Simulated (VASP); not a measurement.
# Pt (P6_3/mmc) in VASP: further runs

Runs on Pt. Level: r2SCAN. Tasks: single point.

Program: VASP 6.6.1. These are calculated values, not measurements. Logs are shortened: lines on timing, memory, paths and dates and some standing lists are left out, and cuts for length are marked.

## Step 1: The cell of the first run

Symmetry: P6_3/mmc, No. 194, hexagonal system. The conventional cell has a = 2.685 Å, b = 2.685 Å, c = 4.661 Å, α = 90.00°, β = 90.00°, γ = 120.00°. Pt (site symmetry -6m2) has 12 Pt at 2.68 to 2.80 Å within 3.5 Å.

This isn't the form of Pt at room conditions, which is fcc.

## Step 2: Single point, r2SCAN

Input file POSCAR:

```
Pt
1.0
    2.6849929045      0.0000000000      0.0000000000
   -1.3424964523      2.3252721738      0.0000000000
    0.0000000000      0.0000000000      4.6607759821
Pt
2
Direct
    0.6666666667      0.3333333333      0.7500000000
    0.3333333333      0.6666666667      0.2500000000
```

Input file INCAR.step1:

```
  ALGO = Normal
  EDIFF = 1E-4
  ENCUT = 520
  GGA = PE
  ISMEAR = -1
  LASPH = True
  LCHARG = False
  LREAL = False
  LWAVE = True
  NBANDS = 17
  NELM = 100
  PREC = Accurate
  SIGMA = 0.1
```

Input file INCAR.step2:

```
  ALGO = Normal
  EDIFF = 1E-6
  ENCUT = 520
  ISIF = 2
  ISMEAR = -1
  ISTART = 1
  LASPH = True
  LCHARG = False
  LMIXTAU = True
  LREAL = False
  LWAVE = False
  METAGGA = R2SCAN
  NBANDS = 17
  NELM = 100
  PREC = Accurate
  SIGMA = 0.1
```

Input file KPOINTS:

```
k-points
0
Gamma
  12 12 6
```

Potentials or basis: VASP PAW PBE potentials, release 64 (Pt).

Command:

```console
> cat potpaw_PBE.64/Pt/POTCAR > POTCAR
> cp INCAR.step1 INCAR
> mpirun -np 1 vasp_std > vasp.out
> cp INCAR.step2 INCAR
> mpirun -np 1 vasp_std > vasp.out
```

OUTCAR:

```text
EDIFF = 1E-6
   ENCUT = 520
   ISIF = 2
   ISMEAR = -1
   ISTART = 1
   LASPH = True
   LREAL = False
   METAGGA = R2SCAN
   NELM = 100
   PREC = Accurate

 ion  position               nearest neighbor table
   1  0.667  0.333  0.750-   2 2.80   2 2.80   2 2.80   2 2.80   2 2.80   2 2.80
   2  0.333  0.667  0.250-   1 2.80   1 2.80   1 2.80   1 2.80   1 2.80   1 2.80

  LATTYP: Found a hexagonal cell.
 ALAT       =     2.6849929045
 C/A-ratio  =     1.7358615638

  Lattice vectors:

 A1 = (   2.6849929045,   0.0000000000,   0.0000000000)
 A2 = (  -1.3424964523,   2.3252721738,   0.0000000000)
 A3 = (   0.0000000000,   0.0000000000,   4.6607759821)

Analysis of symmetry for initial positions (statically):
=====================================================================
 Subroutine PRICEL returns:
 Original cell was already a primitive cell.

 Routine SETGRP: Setting up the symmetry group for a
 hexagonal supercell.

 Subroutine GETGRP returns: Found 24 space group operations
 (whereof 12 operations were pure point group operations)
 out of a pool of 24 trial point group operations.

The static configuration has the point symmetry D_3d.
 The point group associated with its full space group is D_6h.

Analysis of symmetry for dynamics (positions and initial velocities):
=====================================================================
 Subroutine PRICEL returns:
 Original cell was already a primitive cell.

 Routine SETGRP: Setting up the symmetry group for a
 hexagonal supercell.

 Subroutine GETGRP returns: Found 24 space group operations
 (whereof 12 operations were pure point group operations)
 out of a pool of 24 trial point group operations.

The dynamic configuration has the point symmetry D_3d.
 The point group associated with its full space group is D_6h.

 Subroutine INISYM returns: Found 24 space group operations
 (whereof 12 operations are pure point group operations),
 and found     1 'primitive' translations

----------------------------------------------------------------------------------------

                                     Primitive cell

  volume of cell :      29.0988

  direct lattice vectors                    reciprocal lattice vectors
     2.684992905  0.000000000  0.000000000     0.372440463  0.215028591  0.000000000
    -1.342496452  2.325272174  0.000000000     0.000000000  0.430057183  0.000000000
     0.000000000  0.000000000  4.660775982     0.000000000  0.000000000  0.214556547

  length of vectors
     2.684992905  2.684992999  4.660775982     0.430057198  0.430057183  0.214556547

  position of ions in fractional coordinates (direct lattice)
     0.666666667  0.333333333  0.750000000
     0.333333333  0.666666667  0.250000000

  ion indices of the primitive-cell ions
   primitive index   ion index
                 1           1
                 2           2

----------------------------------------------------------------------------------------

 KPOINTS: k-points

Automatic generation of k-mesh.
 Grid dimensions read from file:
 generate k-points for:   12   12    6

 Generating k-lattice:

  Cartesian coordinates                     Fractional coordinates (reciprocal lattice)
     0.031036705  0.017919049  0.000000000     0.083333333 -0.000000000  0.000000000
     0.000000000  0.035838099  0.000000000     0.000000000  0.083333333  0.000000000
     0.000000000  0.000000000  0.035759424     0.000000000  0.000000000  0.166666667

  Length of vectors
     0.035838100  0.035838099  0.035759424

  Shift w.r.t. Gamma in fractional coordinates (k-lattice)
     0.000000000  0.000000000  0.000000000

 Subroutine IBZKPT returns following result:
 ===========================================

 Found     76 irreducible k-points:

 Following reciprocal coordinates:
            Coordinates               Weight
  0.000000  0.000000  0.000000      1.000000
  0.083333 -0.000000  0.000000      6.000000
  0.166667  0.000000  0.000000      6.000000
  0.250000  0.000000  0.000000      6.000000
  0.333333 -0.000000  0.000000      6.000000
  0.416667  0.000000  0.000000      6.000000
[... 16 lines left out ...]
  0.250000  0.000000  0.166667     12.000000
  0.333333 -0.000000  0.166667     12.000000
 [... further k-points ...]
   k-points           NKPTS =     76   k-points in BZ     NKDIM =     76   number of bands    NBANDS=     17
   number of dos      NEDOS =    301   number of ions     NIONS =      2
   total plane-waves  NPLWV =  14400
   dimension x,y,z NGX =    20 NGY =   20 NGZ =   36
   dimension x,y,z NGXF=    40 NGYF=   40 NGZF=   72
   ions per type =               2
   NGX,Y,Z   is equivalent  to a cutoff of  12.38, 12.38, 12.84 a.u.
   NGXF,Y,Z  is equivalent  to a cutoff of  24.77, 24.77, 25.68 a.u.
 SYSTEM =  unknown system
   PREC   = accura    normal or accurate (medium, high low for compatibility)
   ISTART =      1    job   : 0-new  1-cont  2-samecut
   ICHARG =      0    charge: 1-file 2-atom 10-const
   ISPIN  =      1    spin polarized calculation?
   LNONCOLLINEAR =      F non collinear calculations
   LSORBIT =      F    spin-orbit coupling
   LASPH  =      T    aspherical Exc in radial PAW
   ENCUT  =  520.0 eV  38.22 Ry    6.18 a.u.   4.99  4.99  8.67*2*pi/ulx,y,z
   NELM   =    100;   NELMIN=  2; NELMDL=  0     # of ELM steps
   EDIFF  = 0.1E-05   stopping-criterion for ELM
   LREAL  =      F    real-space projection
   EDIFFG = 0.1E-04   stopping-criterion for IOM
   NSW    =      0    number of steps for IOM
   IBRION =     -1    ionic relax: 0-MD 1-quasi-New 2-CG
   NFREE  =      0    steps in history (QN), initial steepest desc. (CG)
   ISIF   =      2    stress and relaxation
   ISYM   =      2    0-nonsym 1-usesym 2-fastsym
   POTIM  = 0.5000    time-step for ionic-motion
   TEBEG  =    0.0;   TEEND  =   0.0 temperature during run
   PSTRESS=    0.0 pullay stress
   NELECT =      20.0000    total number of electrons
   NUPDOWN=      -1.0000    fix difference up-down
   EMIN   =  10.00;   EMAX   =-10.00  energy-range for DOS
   EFERMI =   0.00;   METHOD = LEGACY
   ISMEAR =    -1;   SIGMA  =   0.10  broadening in eV -4-tet -1-fermi 0-gaus
   EFERMI_NEDOS =   21; number of points for ismear=-14 and -15
   IALGO  =     38    algorithm
   IMIX   =      4    mixing-type and parameters
     AMIX     =   0.40;   BMIX     =  1.00
     AMIX_MAG =   1.60;   BMIX_MAG =  1.00
  volume/ion in A,a.u.               =      14.55        98.18
  Fermi-wavevector in a.u.,A,eV,Ry     =   1.444751  2.730184 28.399528  2.087306
  Thomas-Fermi vector in A             =   2.563011
   LORBIT       =      0    0 simple, 1 ext, 2 COOP (PROOUT), +10 PAW based schemes
   METAGGA = R2SCAN    functional components
   LHFCALC =     F    Hartree Fock is set to
   AEXX    =    0.0000 exact exchange contribution
   IVDW    =     0    specifies the selected vdW correction
   LEPSILON=     F    determine dielectric tensor
   LRPA    =     F    only Hartree local field effects (RPA)
 non-spin polarized calculation
  energy-cutoff  :      520.00
  volume of cell :       29.10
 maximum number of plane-waves:       825
 NGX is ok and might be reduce to    20
   NGX =  9   NGY =  9   NGZ = 17

 number of electron      20.0000001 magnetization

 Free energy of the ion-electron system (eV)
  ---------------------------------------------------
  ext. energy  EPLUGINS =         0.00000000
  ---------------------------------------------------
  free energy    TOTEN  =      -102.82717941 eV

  energy without entropy =     -102.72467292  energy(sigma->0) =     -102.77592616

 E-fermi :  11.6869     XC(G=0): -14.8814

 val. band max:       11.6858832515   @ k =   0.2500   0.2500   0.0000
 cond. band min:      11.6923546158   @ k =   0.2500   0.1667   0.5000
 fundamental gap:      0.0064713643
 Fermi energy:        11.6869051668

 k-point     1 :       0.0000    0.0000    0.0000
  band No.  band energies     occupation
      1       0.7980      2.00000
      2       3.5336      2.00000
      3       7.0553      2.00000
      4       7.6560      2.00000
      5       7.6560      2.00000
      6       8.0879      2.00000
[... 9 lines left out ...]
     16      29.9116      0.00000
     17      34.7115      0.00000

 k-point     2 :       0.0833   -0.0000    0.0000
  band No.  band energies     occupation
      1       1.0819      2.00000
      2       3.7957      2.00000
      3       7.0122      2.00000
      4       7.6551      2.00000
      5       7.8814      2.00000
      6       7.9485      2.00000
[... 9 lines left out ...]
     16      30.3233      0.00000
     17      33.2281      0.00000

 k-point     3 :       0.1667    0.0000    0.0000
  band No.  band energies     occupation
      1       1.8771      2.00000
      2       4.4490      2.00000
      3       6.7698      2.00000
      4       7.4820      2.00000
      5       7.7655      2.00000
      6       8.1164      2.00000
[... 9 lines left out ...]
     16      30.6390      0.00000
     17      31.3338      0.00000

 k-point     4 :       0.2500    0.0000    0.0000
  band No.  band energies     occupation
      1       2.9706      2.00000
      2       4.8790      2.00000
      3       6.5925      2.00000
      4       6.8764      2.00000
      5       7.1881      2.00000
      6       8.5604      2.00000
[... 9 lines left out ...]
     16      29.0726      0.00000
     17      31.4302      0.00000
[... 343 lines left out ...]
      1       2.1195      2.00000
      2       4.4628      2.00000
      3       6.8298      2.00000
      4       7.1592      2.00000
      5       7.4201      2.00000
      6       8.1742      2.00000
[... 9 lines left out ...]
     16      30.3531      0.00000
     17      31.4862      0.00000

 k-point    23 :       0.2500    0.0000    0.1667
  band No.  band energies     occupation
      1       3.1460      2.00000
      2       4.9345      2.00000
      3       6.3763      2.00000
      4       6.9228      2.00000
      5       7.0493      2.00000
      6       8.3456      2.00000
[... 9 lines left out ...]
     16      29.4823      0.00000
     17      30.3962      0.00000

 k-point    24 :       0.3333   -0.0000    0.1667
  band No.  band energies     occupation
      1       3.8873      2.00000
      2       4.7154      2.00000
      3       5.8224      2.00000
      4       6.6368      2.00000
      5       7.8754      2.00000
      6       8.4222      2.00000
[... 9 lines left out ...]
     16      27.4809      0.00000
     17      28.7898      0.00000

 [... further k-points ...]
[... 5 lines left out ...]
  --------------------------------------------------------------------------------------
  -------------------------------------------------------------------------------------
  Total        3.6793588      3.6793592      3.1385216     -0.0000000     -0.0000000      0.0000000
  in kB      202.5851273    202.5851463    172.8066860     -0.0000000     -0.0000000      0.0000000
  external PRESSURE =     192.6589865 kB  Pullay stress =       0.0000000 kB

 VOLUME and BASIS-vectors are now :
 -----------------------------------------------------------------------------
  energy-cutoff  :      520.00
  volume of cell :       29.10
      direct lattice vectors                 reciprocal lattice vectors
     2.684992905  0.000000000  0.000000000     0.372440463  0.215028591  0.000000000
    -1.342496452  2.325272174  0.000000000     0.000000000  0.430057183  0.000000000
     0.000000000  0.000000000  4.660775982     0.000000000  0.000000000  0.214556547

 POSITION                                       TOTAL-FORCE (eV/Angst)
 -----------------------------------------------------------------------------------
      1.34250      0.77509      3.49558        -0.000000     -0.000000      0.000000
     -0.00000      1.55018      1.16519         0.000000      0.000000      0.000000
 -----------------------------------------------------------------------------------
    total drift:                               -0.000000      0.000000     -0.000000

  FREE ENERGIE OF THE ION-ELECTRON SYSTEM (eV)
  ---------------------------------------------------
  free  energy   TOTEN  =      -102.8271794053 eV

  energy  without entropy=     -102.7246729185  energy(sigma->0) =     -102.77592616
```

Run time: 85 s. Hardware: 1 thread of Intel Xeon 8259CL, shared host; peak memory 0.17 GiB.

Results:

* Free energy: -102.8272 eV
* Pressure: 19.3 GPa
* Band gap on the k mesh: zero (bands 10 and 11 overlap by 1.60 eV)

Caveat: the cell stands under pressure; the PAW data sets were made with another functional, which shifts forces and pressure a little; spin-orbit coupling is left out, which moves the levels of the heavy elements.

## Step 3: Single point, r2SCAN

This run uses another cell than the first one, of 14.97 Å³/atom.

Input file POSCAR:

```
Pt
1.0
    2.7106881778      0.0000000000      0.0000000000
   -1.3553440889      2.3475249343      0.0000000000
    0.0000000000      0.0000000000      4.7053794194
Pt
2
Direct
    0.6666666667      0.3333333333      0.7500000000
    0.3333333333      0.6666666667      0.2500000000
```

Input file INCAR.step1:

```
  PREC = Accurate
  ENCUT = 520
  ISMEAR = -1
  SIGMA = 0.1
  LREAL = False
  LASPH = True
  NELM = 100
  NBANDS = 17
  GGA = PE
  ALGO = Normal
  EDIFF = 1E-4
  LWAVE = True
  LCHARG = False
```

Input file INCAR.step2:

```
  PREC = Accurate
  ENCUT = 520
  EDIFF = 1E-6
  ISMEAR = -1
  SIGMA = 0.1
  LREAL = False
  LASPH = True
  NELM = 100
  ALGO = Normal
  ISIF = 2
  LWAVE = False
  LCHARG = False
  METAGGA = R2SCAN
  LMIXTAU = True
  NBANDS = 17
  ISTART = 1
```

Input file KPOINTS:

```
regular mesh
0
Gamma
  12 12 6
```

Potentials or basis: VASP PAW PBE potentials, release 64 (Pt).

Command:

```console
> cat potpaw_PBE.64/Pt/POTCAR > POTCAR
> cp INCAR.step1 INCAR
> mpirun -np 1 vasp_std > vasp.out
> cp INCAR.step2 INCAR
> mpirun -np 1 vasp_std > vasp.out
```

Wall time 1.7 min (1 thread of Intel Xeon 8259CL, shared host); peak memory 0.17 GiB.

It converged, with:

- Free energy: -102.9025 eV
- Pressure: 9.5 GPa
- Band gap on the k mesh: zero (bands 10 and 11 overlap by 1.52 eV)

Stress tensor (GPa, compression positive):
```
10.06  0.00  0.00
 0.00 10.06  0.00
 0.00  0.00  8.35
```

Levels at points of the mesh, in eV from the Fermi level:
```tsv
k point	band 7	band 8	band 9	band 10	band 11	band 12	band 13	band 14
(0.00, 0.00, 0.00)	-3.44	-2.08	-2.08	-0.79	-0.30	-0.30	5.30	15.98
(0.50, 0.00, 0.00)	-2.84	-0.04	0.35	0.58	2.55	4.17	7.98	9.56
(0.00, 0.00, 0.50)	-3.85	-3.85	-0.94	-0.94	-0.94	-0.94	12.95	12.95
(0.50, 0.00, 0.50)	-0.95	-0.95	0.48	0.48	1.85	1.85	7.26	7.26
```

Caveat: the cell stands under pressure; the PAW data sets were made with another functional, which shifts forces and pressure a little; spin-orbit coupling is left out, which moves the levels of the heavy elements.

[end of part 1 of 2]
